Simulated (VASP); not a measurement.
A run of VASP 6.6.1:

The input POSCAR:

```
FePt
1.0
    2.6867834646      0.0000000000      0.0000000000
    0.0000000000      2.6867834646      0.0000000000
    0.0000000000      0.0000000000      3.7173957997
Fe Pt
1 1
Direct
    0.0000000000      0.0000000000      0.0000000000
    0.5000000000      0.5000000000      0.5000000000
```

File INCAR.step1:

```
SYSTEM = FePt
  PREC = Accurate
  ENCUT = 520
  EDIFF = 1E-7
  ISMEAR = 0
  SIGMA = 0.1
  LREAL = .False.
  LASPH = .True.
  NELM = 150
  ALGO = Normal
  ISIF = 2
  LWAVE = .False.
  LCHARG = .True.
  ISPIN = 2
  MAGMOM = 3.17 0.41
  LMAXMIX = 4
  GGA = PS
  NBANDS = 20
```

KPOINTS.step1

```
regular mesh
0
Gamma
  16 16 12
  0 0 0
```

The input INCAR.step2:

```
SYSTEM = FePt
  PREC = Accurate
  ENCUT = 520
  EDIFF = 1E-7
  ISMEAR = -5
  SIGMA = 0.1
  LREAL = .False.
  LASPH = .True.
  NELM = 150
  ALGO = Normal
  ISIF = 2
  LWAVE = .False.
  LCHARG = .False.
  ISPIN = 2
  MAGMOM = 3.17 0.41
  LORBIT = 11
  LMAXMIX = 4
  GGA = PS
  NBANDS = 20
  NEDOS = 2001
  ICHARG = 11
```

KPOINTS.step2

```
regular mesh
0
Gamma
  24 24 18
  0 0 0
```

Potentials or basis: VASP PAW PBE potentials, release 64 (Fe, Pt).

Command:

```console
$ cat potpaw_PBE.64/Fe/POTCAR potpaw_PBE.64/Pt/POTCAR > POTCAR
$ cp INCAR.step1 INCAR
$ cp KPOINTS.step1 KPOINTS
$ mpirun -np 1 vasp_std > vasp.out
$ cp INCAR.step2 INCAR
$ cp KPOINTS.step2 KPOINTS
$ mpirun -np 1 vasp_std > vasp.out
```

Hardware: 1 thread of Intel Xeon 8259CL, with other jobs on the host.

Problem. How long does it take, and how much memory?

Solution. It took 21 min on 1 thread of Intel Xeon 8259CL (shared host), peak memory 0.88 GiB. Counts: k points 910.
